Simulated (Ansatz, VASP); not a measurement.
# One calculation of Si3C, two programs

File INCAR:

```
SYSTEM = Si3C
PREC = Accurate
ENCUT = 600
EDIFF = 1E-6
ISMEAR = 0
SIGMA = 0.1
LREAL = .FALSE.
LASPH = .TRUE.
NELM = 60
ALGO = Normal
ISIF = 3
LWAVE = .FALSE.
LCHARG = .FALSE.
GGA = PE
IBRION = 2
NSW = 100
EDIFFG = -0.01
```

KPOINTS

```
Automatic mesh
0
G
  18 18 6
  0 0 0
```

POSCAR

```
Si3C
1.0
    2.7998593948      0.0000000000      0.0000000000
   -1.3999296974      2.4247493629      0.0000000000
    0.0000000000      0.0000000000      7.6451183030
Si C
3 1
Direct
    0.3333333333      0.6666666667      0.6583219216
    0.3333333333      0.6666666667      0.3416780784
    0.6666666667      0.3333333333      0.0000000000
    0.6666666667      0.3333333333      0.5000000000
```

Input for Ansatz:

```yaml
crystal:
  lattice:
    - [2.7998593948, 0.0, 0.0]
    - [-1.3999296974, 2.4247493629, 0.0]
    - [0.0, 0.0, 7.645118303]
  atoms:
    - { symbol: Si, position: [0.3333333333, 0.6666666667, 0.6583219216] }
    - { symbol: Si, position: [0.3333333333, 0.6666666667, 0.3416780784] }
    - { symbol: Si, position: [0.6666666667, 0.3333333333, 0.0] }
    - { symbol: C, position: [0.6666666667, 0.3333333333, 0.5] }
basis:
  ecutwfc: 420
kpoints:
  mp_grid: { grid: [18, 18, 6] }
hamiltonian:
  xc: pbe
scf:
  occupations: { method: gaussian, width: 0.1 }
output:
  forces: true
  stress: true
  eigenvalues: true
relax:
  adjacent_minimum: "off"
  f_tol: 0.01
  max_steps: 80
  cell: { stress_tol: 0.05 }
```

Alike in both runs: task relaxation of cell and atoms; functional PBE; k mesh 18 × 18 × 6; occupations gaussian, width 0.1 eV; no spin polarisation.

```csv
,VASP,Ansatz
version,VASP 6.6.1,Ansatz 0.2.0
potentials or method,"VASP PAW PBE potentials, release 64 (Si, C), cutoff 600 eV","scalar-relativistic, plane waves, PAW"
valence electrons in the cell,16,16
```

Ansatz gave:

- gap on the k mesh at the Fermi level, each at its own relaxed structure (eV): none
- relaxed volume (Å³/atom): 12.01
- relaxed cell length with the largest relative difference (Å): 6.655

**Question.** What did VASP give for the same quantities?

**Answer.** gap on the k mesh at the Fermi level, each at its own relaxed structure (eV): none; relaxed volume (Å³/atom): 12.01; relaxed cell length with the largest relative difference (Å): 6.653.

A gap of «none» marks a metal or a gap that the smearing closes.
